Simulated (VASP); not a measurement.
Input of a VASP 6.6.1 run:

File POSCAR:

```
BeTe
1.0
    2.8566903616      2.8566903616      0.0000000000
   -2.8566903616      2.8566903616      0.0000000000
    0.0000000000      2.8566903616      2.8114358609
Be Te
1 1
Direct
    0.0000000000      0.0000000000      0.0000000000
    0.7500000000      0.2500000000      0.5000000000
```

Contents of INCAR.step1:

```
ALGO = Normal ; EDIFF = 1E-4
ENCUT = 520 ; GGA = PE
ISMEAR = 0 ; LASPH = T
LCHARG = F ; LREAL = F
LWAVE = T ; NBANDS = 11
NELM = 60 ; PREC = Accurate
SIGMA = 0.01
```

INCAR.step2

```
ALGO = Normal ; EDIFF = 1E-7
ENCUT = 520 ; ISIF = 2
ISMEAR = 0 ; ISTART = 1
LASPH = T ; LCHARG = F
LMIXTAU = T ; LREAL = F
LWAVE = F ; METAGGA = R2SCAN
NBANDS = 11 ; NELM = 60
PREC = Accurate ; SIGMA = 0.01
```

File KPOINTS:

```
k-points
0
Gamma
  8 8 8
```

Potentials or basis: VASP PAW PBE potentials, release 64 (Be, Te).

The run is started by

```bash
$ cat potpaw_PBE.64/Be/POTCAR potpaw_PBE.64/Te/POTCAR > POTCAR
$ cp INCAR.step1 INCAR
$ mpirun -np 1 vasp_std > vasp.out
$ cp INCAR.step2 INCAR
$ mpirun -np 1 vasp_std > vasp.out
```

(1) What does it give for the band gap on the k mesh?

(2) What does it give for the pressure?

## Answers

(1) 2.27 eV, indirect (least direct gap 3.97 eV).

(2) -0.6 GPa.

Caveat: the cell differs from its parent crystal (in-plane strain +0.01); the PAW data sets were made with another functional, which shifts forces and pressure a little; spin-orbit coupling is left out, which moves the levels of the heavy elements.
